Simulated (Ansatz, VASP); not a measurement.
## MoS2: VASP beside Ansatz

File INCAR:

```
PREC = Accurate ; ENCUT = 520
EDIFF = 1E-6 ; ISMEAR = -1
SIGMA = 0.05 ; LREAL = False
LASPH = True ; NELM = 80
ALGO = Normal ; ISIF = 2
LWAVE = False ; LCHARG = True
GGA = CA ; LELF = True
LVHAR = True ; NBANDS = 49
```

File KPOINTS:

```
Automatic mesh
0
Gamma
  10 10 1
```

POSCAR

```
MoS2
1.0
    3.1840155185      0.0000000000      0.0000000000
   -1.5920077592      2.7574383250      0.0000000000
    0.0000000000      0.0000000000     28.3873198000
Mo S
3 6
Direct
    0.3333333333      0.6666666667      0.2281647700
    0.3333333333      0.6666666667      0.7718352300
    0.6666666667      0.3333333333      0.0000000000
    0.6666666667      0.3333333333      0.1734930900
    0.6666666667      0.3333333333      0.7171875100
    0.3333333333      0.6666666667      0.9453341200
    0.6666666667      0.3333333333      0.2828124900
    0.6666666667      0.3333333333      0.8265069100
    0.3333333333      0.6666666667      0.0546658800
```

The input input.yaml:

```yaml
crystal:
  lattice:
    - [3.1840155185, 0.0, 0.0]
    - [-1.5920077592, 2.757438325, 0.0]
    - [0.0, 0.0, 28.3873198]
  atoms:
    - { symbol: Mo, position: [0.3333333333, 0.6666666667, 0.22816477] }
    - { symbol: Mo, position: [0.3333333333, 0.6666666667, 0.77183523] }
    - { symbol: Mo, position: [0.6666666667, 0.3333333333, 0.0] }
    - { symbol: S, position: [0.6666666667, 0.3333333333, 0.17349309] }
    - { symbol: S, position: [0.6666666667, 0.3333333333, 0.71718751] }
    - { symbol: S, position: [0.3333333333, 0.6666666667, 0.94533412] }
    - { symbol: S, position: [0.6666666667, 0.3333333333, 0.28281249] }
    - { symbol: S, position: [0.6666666667, 0.3333333333, 0.82650691] }
    - { symbol: S, position: [0.3333333333, 0.6666666667, 0.05466588] }
hamiltonian:
  xc: lda
  pseudopotentials: { kind: paw }
kpoints:
  mp_grid: { grid: [10, 10, 1] }
scf:
  occupations: { method: fermi_dirac, width: 0.05 }
  n_extra_bands: 22
output:
  forces: true
  stress: true
  eigenvalues: true
  dos: { projected: true, de: 0.05, nscf_kmesh: { grid: [15, 15, 2] } }
```

Alike in both runs: functional LDA; k mesh 10 × 10 × 1; occupations fermi-dirac, width 0.05 eV; no spin polarisation.

|  | VASP | Ansatz |
| --- | --- | --- |
| version | VASP 6.6.1 | Ansatz 0.2.0 |
| potentials or method | VASP PAW LDA potentials, release 64 (Mo_sv, S) | Ansatz PAW |
| plane-wave cutoff (eV) | 520 | 420 |
| valence electrons in the cell | 78 | 78 |
| task | single point | projected density of states |

Ansatz gave:

```
gap on the k mesh at the Fermi level (eV) : 1.28
least direct gap on the mesh (eV)         : 1.88
rms of the force components (eV/Å)        : 0.160
```

Question: Which values does VASP return?

Answer: gap on the k mesh at the Fermi level (eV): 1.29; least direct gap on the mesh (eV): 1.88; rms of the force components (eV/Å): 0.153.

LDA's correlation is that of Perdew and Zunger in VASP and of Perdew and Wang (1992) in Ansatz. Atom by atom the forces differ by 0.008 eV/Å (rms over components).
